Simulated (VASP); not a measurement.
Set up this calculation in VASP 6.6.1, as the native input.

```yaml
Task: single point
Functional: PBEsol
Potentials_or_basis: VASP PAW PBE potentials, release 64 (Te, Sn_d)
Cutoff: 520 eV
k_mesh: 7 × 7 × 7
Occupations: fermi-dirac, width 0.05 eV
Spin: no spin polarisation
Dipole_correction: no
Further_INCAR_settings: ALGO = Normal; EDIFF = 1e-06; NBANDS = 17
```

The structure of SnTe lies in POSCAR:

```
SnTe
1.0
    0.0000000000      3.3756276052      3.3756276052
    3.3756276052      0.0000000000      3.3756276052
    3.3756276052      3.3756276052      0.0000000000
Te Sn
1 1
Direct
    0.2500000000      0.2500000000      0.2500000000
    0.0000000000      0.0000000000      0.0000000000
```

These files were run (other wordings do the same):

INCAR

```
SYSTEM = SnTe
PREC = Accurate
ENCUT = 520
EDIFF = 1E-6
ISMEAR = -1
SIGMA = 0.05
LREAL = .False.
LASPH = .True.
NELM = 100
ALGO = Normal
ISIF = 2
LWAVE = .False.
LCHARG = .True.
GGA = PS
LELF = .True.
LVHAR = .True.
NBANDS = 17
```

KPOINTS

```
regular mesh
0
Gamma
  7 7 7
  0 0 0
```

Potentials or basis: VASP PAW PBE potentials, release 64 (Te, Sn_d).

Run with:

```sh
$ cat potpaw_PBE.64/Te/POTCAR potpaw_PBE.64/Sn_d/POTCAR > POTCAR
$ mpirun -np 1 vasp_std > vasp.out
```

Results of the run:

The pressure is 5.0 GPa and the band gap on the k mesh is zero (band 10 reaches 4.90 eV, above the bottom of band 11 at 4.64 eV).

Caveat: the PAW data sets were made with another functional, which shifts forces and pressure a little; spin-orbit coupling is left out, which moves the levels of the heavy elements.

Wall time 10 s on 1 thread of Intel(R) Xeon(R) 6975P-C (Granite Rapids), with other jobs on the host, peak memory 0.21 GiB.
